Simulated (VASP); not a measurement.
# Ni in VASP: notebook

Aim: see how the results for Ni move with the level of theory and the settings. Levels: PBEsol, PBE. Tasks: single point.

All numbers are computed with VASP 6.6.1; they aren't measurements. Logs are shortened: lines on timing, memory, paths and dates and some standing lists are left out, and cuts for length are marked.

## 1. The cell of the first run

Symmetry: Fm-3m, No. 225, cubic system. The conventional cell has a = 3.475 Å, b = 3.475 Å, c = 3.475 Å, α = 90.00°, β = 90.00°, γ = 90.00°. Within 3.2 Å of Ni (site symmetry m-3m) lie 12 Ni at 2.46 Å.

## 2. Single point, PBEsol, collinear spin, ferromagnetic start

File INCAR:

```
PREC     = Accurate       # precision mode
ENCUT    = 520            # plane-wave cutoff, eV
EDIFF    = 1E-7           # SCF threshold, eV
ISMEAR   = -1             # smearing method
SIGMA    = 0.05           # smearing width, eV
LREAL    = False          # projectors in reciprocal space
LASPH    = True           # aspherical terms in the spheres
NELM     = 150            # most SCF steps
ALGO     = Normal         # electronic algorithm
ISIF     = 2              # what is computed and relaxed
LWAVE    = False          # write WAVECAR
LCHARG   = True           # write CHGCAR
ISPIN    = 2              # spin polarisation
MAGMOM   = 1              # initial moments
LORBIT   = 11             # projections on sites
LMAXMIX  = 4              # l up to which the mixer works
GGA      = PS             # functional
LELF     = True           # ELF
LVHAR    = True         
NBANDS   = 15             # bands
```

File KPOINTS:

```
regular mesh
0
Gamma
  11 11 11
```

File POSCAR:

```
Ni
1.0
    0.0000000000      1.7375729330      1.7375729330
    1.7375729330      0.0000000000      1.7375729330
    1.7375729330      1.7375729330      0.0000000000
Ni
1
Direct
    0.0000000000      0.0000000000      0.0000000000
```

Potentials or basis: VASP PAW PBE potentials, release 64 (Ni).

On the command line:

```bash
> cat potpaw_PBE.64/Ni/POTCAR > POTCAR
> mpirun -np 1 vasp_std > vasp.out
```

OUTCAR:

```text
PREC = Accurate
   ENCUT = 520
   EDIFF = 1E-7
   ISMEAR = -1
   LREAL = False
   LASPH = True
   NELM = 150
   ISIF = 2
   ISPIN = 2
   LORBIT = 11
   GGA = PS

 ion  position               nearest neighbor table
   1  0.000  0.000  0.000-

  LATTYP: Found a face centered cubic cell.
 ALAT       =     3.4751458660

  Lattice vectors:

 A1 = (   0.0000000000,   1.7375729330,   1.7375729330)
 A2 = (   1.7375729330,   0.0000000000,   1.7375729330)
 A3 = (   1.7375729330,   1.7375729330,   0.0000000000)

Analysis of symmetry for initial positions (statically):
=====================================================================
 Subroutine PRICEL returns:
 Original cell was already a primitive cell.

 Routine SETGRP: Setting up the symmetry group for a
 face centered cubic supercell.

 Subroutine GETGRP returns: Found 48 space group operations
 (whereof 48 operations were pure point group operations)
 out of a pool of 48 trial point group operations.

The static configuration has the point symmetry O_h .

Analysis of symmetry for dynamics (positions and initial velocities):
=====================================================================
 Subroutine PRICEL returns:
 Original cell was already a primitive cell.

 Routine SETGRP: Setting up the symmetry group for a
 face centered cubic supercell.

 Subroutine GETGRP returns: Found 48 space group operations
 (whereof 48 operations were pure point group operations)
 out of a pool of 48 trial point group operations.

The dynamic configuration has the point symmetry O_h .

Analysis of structural, dynamic, and magnetic symmetry:
=====================================================================
 Subroutine PRICEL returns:
 Original cell was already a primitive cell.

 Routine SETGRP: Setting up the symmetry group for a
 face centered cubic supercell.

 Subroutine GETGRP returns: Found 48 space group operations
 (whereof 48 operations were pure point group operations)
 out of a pool of 48 trial point group operations.

The overall configuration has the point symmetry O_h .

 Subroutine INISYM returns: Found 48 space group operations
 (whereof 48 operations are pure point group operations),
 and found     1 'primitive' translations

----------------------------------------------------------------------------------------

                                     Primitive cell

  volume of cell :      10.4920

  direct lattice vectors                    reciprocal lattice vectors
     0.000000000  1.737572933  1.737572933    -0.287757705  0.287757705  0.287757705
     1.737572933  0.000000000  1.737572933     0.287757705 -0.287757705  0.287757705
     1.737572933  1.737572933  0.000000000     0.287757705  0.287757705 -0.287757705

  length of vectors
     2.457299207  2.457299207  2.457299207     0.498410966  0.498410966  0.498410966

  position of ions in fractional coordinates (direct lattice)
     0.000000000  0.000000000  0.000000000

  ion indices of the primitive-cell ions
   primitive index   ion index
                 1           1

----------------------------------------------------------------------------------------

 KPOINTS: regular mesh

Automatic generation of k-mesh.
 Grid dimensions read from file:
 generate k-points for:   11   11   11

 Generating k-lattice:

  Cartesian coordinates                     Fractional coordinates (reciprocal lattice)
    -0.026159791  0.026159791  0.026159791     0.090909091  0.000000000  0.000000000
     0.026159791 -0.026159791  0.026159791     0.000000000  0.090909091  0.000000000
     0.026159791  0.026159791 -0.026159791     0.000000000  0.000000000  0.090909091

  Length of vectors
     0.045310088  0.045310088  0.045310088

  Shift w.r.t. Gamma in fractional coordinates (k-lattice)
     0.000000000  0.000000000  0.000000000

 Subroutine IBZKPT returns following result:
 ===========================================

 Found     56 irreducible k-points:

 Following reciprocal coordinates:
            Coordinates               Weight
  0.000000  0.000000  0.000000      1.000000
  0.090909  0.000000  0.000000      8.000000
  0.181818  0.000000  0.000000      8.000000
  0.272727  0.000000  0.000000      8.000000
  0.363636  0.000000  0.000000      8.000000
  0.454545  0.000000  0.000000      8.000000
[... 16 lines left out ...]
 -0.272727  0.181818  0.000000     24.000000
 -0.181818  0.181818  0.000000     12.000000
 [... further k-points ...]
   k-points           NKPTS =     56   k-points in BZ     NKDIM =     56   number of bands    NBANDS=     15
   number of dos      NEDOS =    301   number of ions     NIONS =      1
   total plane-waves  NPLWV =   5832
   dimension x,y,z NGX =    18 NGY =   18 NGZ =   18
   dimension x,y,z NGXF=    36 NGYF=   36 NGZF=   36
   ions per type =               1
   NGX,Y,Z   is equivalent  to a cutoff of  12.18, 12.18, 12.18 a.u.
   NGXF,Y,Z  is equivalent  to a cutoff of  24.36, 24.36, 24.36 a.u.
 SYSTEM =  unknown system
   PREC   = accura    normal or accurate (medium, high low for compatibility)
   ISTART =      0    job   : 0-new  1-cont  2-samecut
   ICHARG =      2    charge: 1-file 2-atom 10-const
   ISPIN  =      2    spin polarized calculation?
   LNONCOLLINEAR =      F non collinear calculations
   LSORBIT =      F    spin-orbit coupling
   LASPH  =      T    aspherical Exc in radial PAW
   ENCUT  =  520.0 eV  38.22 Ry    6.18 a.u.   4.57  4.57  4.57*2*pi/ulx,y,z
   NELM   =    150;   NELMIN=  2; NELMDL= -5     # of ELM steps
   EDIFF  = 0.1E-06   stopping-criterion for ELM
   LREAL  =      F    real-space projection
   EDIFFG = 0.1E-05   stopping-criterion for IOM
   NSW    =      0    number of steps for IOM
   IBRION =     -1    ionic relax: 0-MD 1-quasi-New 2-CG
   NFREE  =      0    steps in history (QN), initial steepest desc. (CG)
   ISIF   =      2    stress and relaxation
   ISYM   =      2    0-nonsym 1-usesym 2-fastsym
   POTIM  = 0.5000    time-step for ionic-motion
   TEBEG  =    0.0;   TEEND  =   0.0 temperature during run
   PSTRESS=    0.0 pullay stress
   NELECT =      10.0000    total number of electrons
   NUPDOWN=      -1.0000    fix difference up-down
   EMIN   =  10.00;   EMAX   =-10.00  energy-range for DOS
   EFERMI =   0.00;   METHOD = LEGACY
   ISMEAR =    -1;   SIGMA  =   0.05  broadening in eV -4-tet -1-fermi 0-gaus
   EFERMI_NEDOS =   21; number of points for ismear=-14 and -15
   IALGO  =     38    algorithm
   IMIX   =      4    mixing-type and parameters
     AMIX     =   0.40;   BMIX     =  1.00
     AMIX_MAG =   1.60;   BMIX_MAG =  1.00
  volume/ion in A,a.u.               =      10.49        70.80
  Fermi-wavevector in a.u.,A,eV,Ry     =   1.611097  3.044533 35.315755  2.595635
  Thomas-Fermi vector in A             =   2.706542
   LORBIT       =     11    0 simple, 1 ext, 2 COOP (PROOUT), +10 PAW based schemes
   GGA     = PS    functional components
   LHFCALC =     F    Hartree Fock is set to
   AEXX    =    0.0000 exact exchange contribution
   IVDW    =     0    specifies the selected vdW correction
   LEPSILON=     F    determine dielectric tensor
   LRPA    =     F    only Hartree local field effects (RPA)
 spin polarized calculation
  energy-cutoff  :      520.00
  volume of cell :       10.49
 maximum number of plane-waves:       295
   NGX =  9   NGY =  9   NGZ =  9

 number of electron      10.0000000 magnetization       1.0000000

 number of electron       9.9999998 magnetization       0.5728987

 Free energy of the ion-electron system (eV)
  ---------------------------------------------------
  ext. energy  EPLUGINS =         0.00000000
  ---------------------------------------------------
  free energy    TOTEN  =        -6.14338948 eV

  energy without entropy =       -6.12983844  energy(sigma->0) =       -6.13661396

 E-fermi :   9.6997     XC(G=0): -13.6517

 val. band max:        9.6864368651   @ k =  -0.4545   0.4545   0.0000
 cond. band min:       9.7297744465   @ k =   0.3636   0.2727   0.0000
 fundamental gap:      0.0433375815
 Fermi energy:         9.6997266763

 spin component 1

 k-point     1 :       0.0000    0.0000    0.0000
  band No.  band energies     occupation
      1       0.3991      1.00000
      2       7.2199      1.00000
      3       7.2199      1.00000
      4       7.2199      1.00000
      5       8.4457      1.00000
      6       8.4457      1.00000
      7      33.7181      0.00000
      8      37.8440      0.00000
      9      37.8440      0.00000
     10      37.8440      0.00000
     11      40.8904      0.00000
     12      40.8904      0.00000
     13      40.8904      0.00000
     14      43.8244      0.00000
     15      50.5073      0.00000
[... 397 lines left out ...]
 k-point    24 :      -0.1818    0.1818    0.0000
  band No.  band energies     occupation
      1       3.5414      1.00000
      2       6.5870      1.00000
      3       7.3286      1.00000
      4       7.8817      1.00000
      5       7.9923      1.00000
      6       9.2495      0.99988
      7      25.3754      0.00000
      8      26.2207      0.00000
      9      36.2246      0.00000
     10      37.3199      0.00000
     11      39.3243      0.00000
     12      42.4541      0.00000
     13      43.2578      0.00000
     14      48.8578      0.00000
     15      52.0064      0.00000

 [... further k-points ...]

 spin component 2

 k-point     1 :       0.0000    0.0000    0.0000
  band No.  band energies     occupation
      1       0.3797      1.00000
      2       7.8860      1.00000
      3       7.8860      1.00000
      4       7.8860      1.00000
      5       9.0106      1.00000
      6       9.0106      1.00000
      7      33.6051      0.00000
      8      37.8331      0.00000
      9      37.8331      0.00000
     10      37.8331      0.00000
     11      40.9950      0.00000
     12      40.9950      0.00000
     13      40.9950      0.00000
     14      43.7273      0.00000
     15      50.6863      0.00000
[... 397 lines left out ...]
 k-point    24 :      -0.1818    0.1818    0.0000
  band No.  band energies     occupation
      1       3.5616      1.00000
      2       7.1795      1.00000
      3       7.9004      1.00000
      4       8.5298      1.00000
      5       8.5793      1.00000
      6       9.8760      0.02858
      7      25.5249      0.00000
      8      26.3017      0.00000
      9      36.2095      0.00000
     10      37.3880      0.00000
     11      39.2655      0.00000
     12      42.5180      0.00000
     13      43.3601      0.00000
     14      49.0518      0.00000
     15      51.9970      0.00000

 [... further k-points ...]
[... 5 lines left out ...]
  --------------------------------------------------------------------------------------
  -------------------------------------------------------------------------------------
  Total       -0.1774975     -0.1774975     -0.1774975      0.0000000     -0.0000000     -0.0000000
  in kB      -27.1046360    -27.1046360    -27.1046360      0.0000000     -0.0000000     -0.0000000
  external PRESSURE =     -27.1046360 kB  Pullay stress =       0.0000000 kB

 VOLUME and BASIS-vectors are now :
 -----------------------------------------------------------------------------
  energy-cutoff  :      520.00
  volume of cell :       10.49
      direct lattice vectors                 reciprocal lattice vectors
     0.000000000  1.737572933  1.737572933    -0.287757705  0.287757705  0.287757705
     1.737572933  0.000000000  1.737572933     0.287757705 -0.287757705  0.287757705
     1.737572933  1.737572933  0.000000000     0.287757705  0.287757705 -0.287757705

 POSITION                                       TOTAL-FORCE (eV/Angst)
 -----------------------------------------------------------------------------------
      0.00000      0.00000      0.00000         0.000000      0.000000      0.000000
 -----------------------------------------------------------------------------------
    total drift:                               -0.000000     -0.000000      0.000000

  FREE ENERGIE OF THE ION-ELECTRON SYSTEM (eV)
  ---------------------------------------------------
  free  energy   TOTEN  =        -6.1433894762 eV

  energy  without entropy=       -6.1298384354  energy(sigma->0) =       -6.13661396

 total charge

# of ion       s       p       d       tot
------------------------------------------
    1        0.515   0.536   8.330   9.381

 magnetization (x)

# of ion       s       p       d       tot
------------------------------------------
    1       -0.007  -0.026   0.613   0.580
```

Run time: 13 s. Hardware: 1 thread of Intel Xeon 6975P-C, shared host; peak memory 0.13 GiB.

What came out:

* Free energy: -6.1434 eV
* Pressure: -2.7 GPa
* Net moment: 0.57 μB per cell
* Site moments: Ni +0.58 μB
* Valence electrons inside the program's atomic spheres: Ni 9.38

Levels at points of the mesh, in eV from the Fermi level:
Spin up:
```
           k point  band 3  band 4  band 5  band 6  band 7  band 8
(0.00, 0.00, 0.00)   -2.48   -2.48   -1.25   -1.25   24.02   28.14
```
Spin down:
| k point | band 1 | band 2 | band 3 | band 4 | band 5 | band 6 | band 7 | band 8 | band 9 | band 10 |
| --- | --- | --- | --- | --- | --- | --- | --- | --- | --- | --- |
| (0.00, 0.00, 0.00) | -9.32 | -1.81 | -1.81 | -1.81 | -0.69 | -0.69 | 23.91 | 28.13 | 28.13 | 28.13 |

Caveat: the PAW data sets were made with another functional, which shifts forces and pressure a little.

## 3. Single point, PBEsol, collinear spin, ferromagnetic start

This run uses another cell than the first one, of 10.07 Å³/atom, 0.960 times its volume.

File INCAR:

```
SYSTEM = Ni
PREC = Accurate ; ENCUT = 520
EDIFF = 1E-6 ; ISMEAR = -1
SIGMA = 0.05 ; LREAL = .FALSE.
LASPH = .TRUE. ; NELM = 150
ALGO = Normal ; ISIF = 2
LWAVE = .FALSE. ; LCHARG = .FALSE.
ISPIN = 2 ; MAGMOM = 1
LORBIT = 11 ; LMAXMIX = 4
GGA = PS ; NBANDS = 15
```

File KPOINTS:

```
Automatic mesh
0
G
  11 11 11
  0 0 0
```

File POSCAR:

```
Ni
1.0
    0.0000000000      1.7375729330      1.6680700157
    1.7375729330      0.0000000000      1.6680700157
    1.7375729330      1.7375729330      0.0000000000
Ni
1
Direct
    0.0000000000      0.0000000000      0.0000000000
```

Potentials or basis: VASP PAW PBE potentials, release 64 (Ni).

On the command line:

```bash
> cat potpaw_PBE.64/Ni/POTCAR > POTCAR
> mpirun -np 1 vasp_std > vasp.out
```

Wall time 24 s (1 thread of Intel Xeon 6975P-C, shared host); peak memory 0.14 GiB.

It converged, with:

```
Free energy                                           : -6.1332 eV
Pressure                                              : 7.2 GPa
Net moment                                            : 0.57 μB per cell
Site moments                                          : Ni +0.57 μB
Valence electrons inside the program's atomic spheres : Ni 9.46
```

Stress tensor (GPa, compression positive):
```
 5.36  0.00  0.00
 0.00  5.36  0.00
 0.00  0.00 10.76
```

Levels at points of the mesh, in eV from the Fermi level:
Spin up:
| k point | band 2 | band 3 | band 4 | band 5 | band 6 | band 7 | band 8 | band 9 |
| --- | --- | --- | --- | --- | --- | --- | --- | --- |
| (0.00, 0.00, 0.00) | -2.67 | -2.67 | -2.40 | -1.45 | -1.15 | 24.40 | 28.62 | 28.62 |
Spin down:
```tsv
k point	band 1	band 2	band 3	band 4	band 5	band 6	band 7	band 8	band 9	band 10
(0.00, 0.00, 0.00)	-9.61	-2.01	-2.01	-1.75	-0.88	-0.59	24.29	28.60	28.60	29.24
```

Caveat: the PAW data sets were made with another functional, which shifts forces and pressure a little.

## 4. Single point, PBEsol, collinear spin, ferromagnetic start

This run uses another cell than the first one, of 10.28 Å³/atom, 0.980 times its volume.

File INCAR:

```
SYSTEM = Ni
ALGO = Normal
EDIFF = 1E-7
ENCUT = 520
GGA = PS
ISIF = 2
ISMEAR = -1
ISPIN = 2
LASPH = .True.
LCHARG = .False.
LMAXMIX = 4
LORBIT = 11
LREAL = .False.
LWAVE = .False.
MAGMOM = 1
NBANDS = 15
NELM = 150
PREC = Accurate
SIGMA = 0.05
```

File KPOINTS:

```
k-points
0
Gamma
  11 11 11
  0 0 0
```

File POSCAR:

```
Ni
1.0
    0.0000000000      1.7375729330      1.7028214743
    1.7375729330      0.0000000000      1.7028214743
    1.7375729330      1.7375729330      0.0000000000
Ni
1
Direct
    0.0000000000      0.0000000000      0.0000000000
```

On the command line:

```bash
> cat potpaw_PBE.64/Ni/POTCAR > POTCAR
> mpirun -np 1 vasp_std > vasp.out
```

Run time: 27 s. Hardware: 1 thread of Intel Xeon 6975P-C, shared host; peak memory 0.14 GiB.

The run converged. Its results:

* Free energy: -6.1427 eV
* Pressure: 1.9 GPa
* Net moment: 0.57 μB per cell
* Site moments: Ni +0.58 μB
* Valence electrons inside the program's atomic spheres: Ni 9.42

Stress tensor (GPa, compression positive):
```
0.96 0.00 0.00
0.00 0.96 0.00
0.00 0.00 3.78
```

Levels at points of the mesh, in eV from the Fermi level:
Spin up:
```tsv
k point	band 1	band 2	band 3	band 4	band 5	band 6	band 7	band 8	band 9	band 10
(0.00, 0.00, 0.00)	-9.45	-2.58	-2.58	-2.44	-1.35	-1.20	24.20	28.39	28.39	28.66
```
Spin down:
| k point | band 2 | band 3 | band 4 | band 5 | band 6 | band 7 | band 8 | band 9 |
| --- | --- | --- | --- | --- | --- | --- | --- | --- |
| (0.00, 0.00, 0.00) | -1.91 | -1.91 | -1.78 | -0.78 | -0.64 | 24.09 | 28.37 | 28.37 |

Caveat: the PAW data sets were made with another functional, which shifts forces and pressure a little.

(Part 1 of 2 ends here.)
